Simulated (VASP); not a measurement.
# WSe2 (P6_3/mmc) in VASP: a series of runs

WSe2 is run at these levels: PBEsol; tasks: single point.

Everything below comes from runs of VASP 6.6.1. Logs are shortened: lines on timing, memory, paths and dates and some standing lists are left out, and cuts for length are marked.

### 1 The cell of the first run

The structure is hexagonal, space group P6_3/mmc (No. 194). The conventional cell has a = 3.019 Å, b = 3.019 Å, c = 11.358 Å, α = 90.00°, β = 90.00°, γ = 120.00°. Within 3.2 Å of W (site symmetry -6m2) lie 6 Se at 2.44 Å and 6 W at 3.02 Å. Within 3.2 Å of Se (site symmetry 3m) lie 3 W at 2.44 Å and 9 Se at 2.87 to 3.02 Å.

### 2 Single point, PBEsol

Input file INCAR:

```
PREC = Accurate
ENCUT = 520
EDIFF = 1E-6
ISMEAR = 0
SIGMA = 0.01
LREAL = F
LASPH = T
NELM = 60
ALGO = Normal
ISIF = 2
LWAVE = F
LCHARG = F
GGA = PS
NBANDS = 35
```

Input file KPOINTS:

```
Automatic mesh
0
Gamma
  12 12 4
```

Input file POSCAR:

```
WSe2
1.0
    3.0190134494      0.0000000000      0.0000000000
   -1.5095067247      2.6145423415      0.0000000000
    0.0000000000      0.0000000000     11.3581950396
W Se
2 4
Direct
    0.6666666667      0.3333333333      0.7500000000
    0.3333333333      0.6666666667      0.2500000000
    0.3333333333      0.6666666667      0.8998974766
    0.6666666667      0.3333333333      0.3998974766
    0.3333333333      0.6666666667      0.6001025234
    0.6666666667      0.3333333333      0.1001025234
```

Potentials or basis: VASP PAW PBE potentials, release 64 (W_sv, Se).

Started as:

```sh
$ cat potpaw_PBE.64/W_sv/POTCAR potpaw_PBE.64/Se/POTCAR > POTCAR
$ mpirun -np 1 vasp_std > vasp.out
```

OUTCAR:

```text
PREC = Accurate
   ENCUT = 520
   EDIFF = 1E-6
   ISMEAR = 0
   LREAL = F
   LASPH = T
   NELM = 60
   ISIF = 2
   GGA = PS

 ion  position               nearest neighbor table
   1  0.667  0.333  0.750-   3 2.44   5 2.44   3 2.44   5 2.44   3 2.44   5 2.44
   2  0.333  0.667  0.250-   4 2.44   6 2.44   4 2.44   6 2.44   4 2.44   6 2.44
   3  0.333  0.667  0.900-   1 2.44   1 2.44   1 2.44
   4  0.667  0.333  0.400-   2 2.44   2 2.44   2 2.44
   5  0.333  0.667  0.600-   1 2.44   1 2.44   1 2.44
   6  0.667  0.333  0.100-   2 2.44   2 2.44   2 2.44

  LATTYP: Found a hexagonal cell.
 ALAT       =     3.0190134494
 C/A-ratio  =     3.7622207486

  Lattice vectors:

 A1 = (   3.0190134494,   0.0000000000,   0.0000000000)
 A2 = (  -1.5095067247,   2.6145423415,   0.0000000000)
 A3 = (   0.0000000000,   0.0000000000,  11.3581950396)

Analysis of symmetry for initial positions (statically):
=====================================================================
 Subroutine PRICEL returns:
 Original cell was already a primitive cell.

 Routine SETGRP: Setting up the symmetry group for a
 hexagonal supercell.

 Subroutine GETGRP returns: Found 24 space group operations
 (whereof 12 operations were pure point group operations)
 out of a pool of 24 trial point group operations.

The static configuration has the point symmetry D_3d.
 The point group associated with its full space group is D_6h.

Analysis of symmetry for dynamics (positions and initial velocities):
=====================================================================
 Subroutine PRICEL returns:
 Original cell was already a primitive cell.

 Routine SETGRP: Setting up the symmetry group for a
 hexagonal supercell.

 Subroutine GETGRP returns: Found 24 space group operations
 (whereof 12 operations were pure point group operations)
 out of a pool of 24 trial point group operations.

The dynamic configuration has the point symmetry D_3d.
 The point group associated with its full space group is D_6h.

 Subroutine INISYM returns: Found 24 space group operations
 (whereof 12 operations are pure point group operations),
 and found     1 'primitive' translations

----------------------------------------------------------------------------------------

                                     Primitive cell

  volume of cell :      89.6541

  direct lattice vectors                    reciprocal lattice vectors
     3.019013449  0.000000000  0.000000000     0.331234033  0.191238058  0.000000000
    -1.509506725  2.614542341  0.000000000     0.000000000  0.382476116  0.000000000
     0.000000000  0.000000000 11.358195040     0.000000000  0.000000000  0.088042158

  length of vectors
     3.019013449  3.019013449 11.358195040     0.382476116  0.382476116  0.088042158

  position of ions in fractional coordinates (direct lattice)
     0.666666667  0.333333333  0.750000000
     0.333333333  0.666666667  0.250000000
     0.333333333  0.666666667  0.899897477
     0.666666667  0.333333333  0.399897477
     0.333333333  0.666666667  0.600102523
     0.666666667  0.333333333  0.100102523

  ion indices of the primitive-cell ions
   primitive index   ion index
                 1           1
                 2           2
                 3           3
                 4           4
                 5           5
                 6           6

----------------------------------------------------------------------------------------

 KPOINTS: Automatic mesh

Automatic generation of k-mesh.
 Grid dimensions read from file:
 generate k-points for:   12   12    4

 Generating k-lattice:

  Cartesian coordinates                     Fractional coordinates (reciprocal lattice)
     0.027602836  0.015936505  0.000000000     0.083333333 -0.000000000  0.000000000
     0.000000000  0.031873010  0.000000000     0.000000000  0.083333333  0.000000000
     0.000000000  0.000000000  0.022010539     0.000000000  0.000000000  0.250000000

  Length of vectors
     0.031873010  0.031873010  0.022010539

  Shift w.r.t. Gamma in fractional coordinates (k-lattice)
     0.000000000  0.000000000  0.000000000

 Subroutine IBZKPT returns following result:
 ===========================================

 Found     57 irreducible k-points:

 Following reciprocal coordinates:
            Coordinates               Weight
  0.000000  0.000000  0.000000      1.000000
  0.083333  0.000000  0.000000      6.000000
  0.166667 -0.000000  0.000000      6.000000
  0.250000 -0.000000  0.000000      6.000000
  0.333333  0.000000  0.000000      6.000000
  0.416667  0.000000  0.000000      6.000000
[... 16 lines left out ...]
  0.250000 -0.000000  0.250000     12.000000
  0.333333  0.000000  0.250000     12.000000
 [... further k-points ...]
   k-points           NKPTS =     57   k-points in BZ     NKDIM =     57   number of bands    NBANDS=     35
   number of dos      NEDOS =    301   number of ions     NIONS =      6
   total plane-waves  NPLWV =  48384
   dimension x,y,z NGX =    24 NGY =   24 NGZ =   84
   dimension x,y,z NGXF=    48 NGYF=   48 NGZF=  168
   ions per type =               2   4
   NGX,Y,Z   is equivalent  to a cutoff of  13.22, 13.22, 12.29 a.u.
   NGXF,Y,Z  is equivalent  to a cutoff of  26.43, 26.43, 24.59 a.u.
 SYSTEM =  unknown system
   PREC   = accura    normal or accurate (medium, high low for compatibility)
   ISTART =      0    job   : 0-new  1-cont  2-samecut
   ICHARG =      2    charge: 1-file 2-atom 10-const
   ISPIN  =      1    spin polarized calculation?
   LNONCOLLINEAR =      F non collinear calculations
   LSORBIT =      F    spin-orbit coupling
   LASPH  =      T    aspherical Exc in radial PAW
   ENCUT  =  520.0 eV  38.22 Ry    6.18 a.u.   5.61  5.61 21.12*2*pi/ulx,y,z
   NELM   =     60;   NELMIN=  2; NELMDL= -5     # of ELM steps
   EDIFF  = 0.1E-05   stopping-criterion for ELM
   LREAL  =      F    real-space projection
   EDIFFG = 0.1E-04   stopping-criterion for IOM
   NSW    =      0    number of steps for IOM
   IBRION =     -1    ionic relax: 0-MD 1-quasi-New 2-CG
   NFREE  =      0    steps in history (QN), initial steepest desc. (CG)
   ISIF   =      2    stress and relaxation
   ISYM   =      2    0-nonsym 1-usesym 2-fastsym
   POTIM  = 0.5000    time-step for ionic-motion
   TEBEG  =    0.0;   TEEND  =   0.0 temperature during run
   PSTRESS=    0.0 pullay stress
   NELECT =      52.0000    total number of electrons
   NUPDOWN=      -1.0000    fix difference up-down
   EMIN   =  10.00;   EMAX   =-10.00  energy-range for DOS
   EFERMI =   0.00;   METHOD = LEGACY
   ISMEAR =     0;   SIGMA  =   0.01  broadening in eV -4-tet -1-fermi 0-gaus
   EFERMI_NEDOS =   21; number of points for ismear=-14 and -15
   IALGO  =     38    algorithm
   IMIX   =      4    mixing-type and parameters
     AMIX     =   0.40;   BMIX     =  1.00
     AMIX_MAG =   1.60;   BMIX_MAG =  1.00
  volume/ion in A,a.u.               =      14.94       100.84
  Fermi-wavevector in a.u.,A,eV,Ry     =   1.365272  2.579990 25.360829  1.863968
  Thomas-Fermi vector in A             =   2.491515
   LORBIT       =      0    0 simple, 1 ext, 2 COOP (PROOUT), +10 PAW based schemes
   GGA     = PS    functional components
   LHFCALC =     F    Hartree Fock is set to
   AEXX    =    0.0000 exact exchange contribution
   IVDW    =     0    specifies the selected vdW correction
   LEPSILON=     F    determine dielectric tensor
   LRPA    =     F    only Hartree local field effects (RPA)
 non-spin polarized calculation
 Gauss-broadening in eV      SIGMA  =   0.01
  energy-cutoff  :      520.00
  volume of cell :       89.65
 maximum number of plane-waves:      2455
 NGX is ok and might be reduce to    24
   NGX = 11   NGY = 11   NGZ = 43

 number of electron      51.9999997 magnetization

 Free energy of the ion-electron system (eV)
  ---------------------------------------------------
  ext. energy  EPLUGINS =         0.00000000
  ---------------------------------------------------
  free energy    TOTEN  =       -43.80912048 eV

  energy without entropy =      -43.80912048  energy(sigma->0) =      -43.80912048

 E-fermi :  10.4983     XC(G=0): -12.6635

 val. band max:       10.4543246750   @ k =   0.1667   0.1667   0.0000
 cond. band min:      10.5386307651   @ k =   0.0000   0.0000   0.0000
 fundamental gap:      0.0843060901
 Fermi energy:        10.4982859021

 k-point     1 :       0.0000    0.0000    0.0000
  band No.  band energies     occupation
      1     -63.8060      2.00000
      2     -63.8060      2.00000
      3     -28.3310      2.00000
      4     -28.3303      2.00000
      5     -27.8638      2.00000
      6     -27.8638      2.00000
[... 27 lines left out ...]
     34      14.0915      0.00000
     35      16.4981      0.00000

 k-point     2 :       0.0833    0.0000    0.0000
  band No.  band energies     occupation
      1     -63.8035      2.00000
      2     -63.8035      2.00000
      3     -28.3228      2.00000
      4     -28.3222      2.00000
      5     -27.9047      2.00000
      6     -27.9046      2.00000
[... 27 lines left out ...]
     34      13.9726      0.00000
     35      17.1658      0.00000

 k-point     3 :       0.1667   -0.0000    0.0000
  band No.  band energies     occupation
      1     -63.7968      2.00000
      2     -63.7968      2.00000
      3     -28.3004      2.00000
      4     -28.2999      2.00000
      5     -28.0149      2.00000
      6     -28.0149      2.00000
[... 27 lines left out ...]
     34      14.5943      0.00000
     35      17.3666      0.00000

 k-point     4 :       0.2500   -0.0000    0.0000
  band No.  band energies     occupation
      1     -63.7877      2.00000
      2     -63.7877      2.00000
      3     -28.2697      2.00000
      4     -28.2692      2.00000
      5     -28.1624      2.00000
      6     -28.1624      2.00000
[... 27 lines left out ...]
     34      15.2157      0.00000
     35      16.8083      0.00000

 k-point     5 :       0.3333    0.0000    0.0000
  band No.  band energies     occupation
      1     -63.7785      2.00000
      2     -63.7785      2.00000
      3     -28.3065      2.00000
      4     -28.3065      2.00000
      5     -28.2388      2.00000
      6     -28.2385      2.00000
[... 638 lines left out ...]
 k-point    22 :       0.1667   -0.0000    0.2500
  band No.  band energies     occupation
      1     -63.7968      2.00000
      2     -63.7968      2.00000
      3     -28.3003      2.00000
      4     -28.2999      2.00000
      5     -28.0149      2.00000
      6     -28.0149      2.00000
[... 27 lines left out ...]
     34      14.5378      0.00000
     35      17.3533      0.00000

 k-point    23 :       0.2500   -0.0000    0.2500
  band No.  band energies     occupation
      1     -63.7877      2.00000
      2     -63.7877      2.00000
      3     -28.2696      2.00000
      4     -28.2693      2.00000
      5     -28.1624      2.00000
      6     -28.1624      2.00000
[... 27 lines left out ...]
     34      15.0720      0.00000
     35      16.4852      0.00000

 k-point    24 :       0.3333    0.0000    0.2500
  band No.  band energies     occupation
      1     -63.7785      2.00000
      2     -63.7785      2.00000
      3     -28.3065      2.00000
      4     -28.3065      2.00000
      5     -28.2387      2.00000
      6     -28.2385      2.00000
[... 27 lines left out ...]
     34      15.3725      0.00000
     35      15.6870      0.00000

 [... further k-points ...]
[... 5 lines left out ...]
  --------------------------------------------------------------------------------------
  -------------------------------------------------------------------------------------
  Total       22.8920656     22.8920656     23.0992039      0.0000000      0.0000000      0.0000000
  in kB      409.0962652    409.0962652    412.7979628      0.0000000      0.0000000      0.0000000
  external PRESSURE =     410.3301644 kB  Pullay stress =       0.0000000 kB

 VOLUME and BASIS-vectors are now :
 -----------------------------------------------------------------------------
  energy-cutoff  :      520.00
  volume of cell :       89.65
      direct lattice vectors                 reciprocal lattice vectors
     3.019013449  0.000000000  0.000000000     0.331234033  0.191238058  0.000000000
    -1.509506725  2.614542341  0.000000000     0.000000000  0.382476116  0.000000000
     0.000000000  0.000000000 11.358195040     0.000000000  0.000000000  0.088042158

 POSITION                                       TOTAL-FORCE (eV/Angst)
 -----------------------------------------------------------------------------------
      1.50951      0.87151      8.51865        -0.000000     -0.000000      0.000000
     -0.00000      1.74303      2.83955         0.000000      0.000000      0.000000
     -0.00000      1.74303     10.22121         0.000000     -0.000000      0.088418
      1.50951      0.87151      4.54211         0.000000      0.000000      0.088418
     -0.00000      1.74303      6.81608        -0.000000     -0.000000     -0.088418
      1.50951      0.87151      1.13698         0.000000      0.000000     -0.088418
 -----------------------------------------------------------------------------------
    total drift:                               -0.000000      0.000000     -0.000000

  FREE ENERGIE OF THE ION-ELECTRON SYSTEM (eV)
  ---------------------------------------------------
  free  energy   TOTEN  =       -43.8091204814 eV

  energy  without entropy=      -43.8091204814  energy(sigma->0) =      -43.80912048
```

Wall time 67 s (1 thread of Intel Xeon 6975P-C (Granite Rapids), shared host); peak memory 0.3 GiB.

Results:

```
Free energy            : -43.8091 eV
Pressure               : 41.0 GPa
Largest force          : 0.088 eV/Å
Band gap on the k mesh : zero (bands 26 and 27 overlap by 0.24 eV)
```

Forces on the atoms (eV/Å):
```
W    0.000  0.000  0.000
W    0.000  0.000  0.000
Se   0.000  0.000  0.088
Se   0.000  0.000  0.088
Se   0.000  0.000 -0.088
Se   0.000  0.000 -0.088
```

Caveat: the cell stands under pressure; the PAW data sets were made with another functional, which shifts forces and pressure a little; spin-orbit coupling is left out, which moves the levels of the heavy elements.

(Part 1 of 2 ends here.)
